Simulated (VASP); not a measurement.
Crystal: Cr.

```xyz
1
Lattice="3.8493 0.0000 0.0001 -1.9246 3.3336 -0.0001 -1.9246 1.1112 0.8504" Properties=species:S:1:pos:R:3 pbc="T T T"
Cr    0.0000    0.0000    0.0000
```

Base run:

```yaml
Program: VASP 6.6.1
Functional: r2SCAN
Potentials_or_basis: VASP PAW PBE potentials, release 64 (Cr_pv)
Cutoff: 520 eV
k_mesh: 9 × 9 × 39
Occupations: tetrahedron
Spin: no spin polarisation
```

Its results: band gap on the k mesh zero (band 6 reaches 13.78 eV, above the bottom of band 7 at 11.12 eV); pressure 13.3 GPa.

Task: The run is repeated on the same cell with these changes: occupations from tetrahedron to gaussian, width 0.1 eV. What comes out?

Result: Band gap on the k mesh zero (band 6 reaches 13.80 eV, above the bottom of band 7 at 11.14 eV); pressure 12.7 GPa.

Caveats: the PAW data sets were made with another functional, which shifts forces and pressure a little; the run has no spin polarisation, though such a crystal can be magnetic; tetrahedron occupations give inexact forces and stress in metals (some runs).
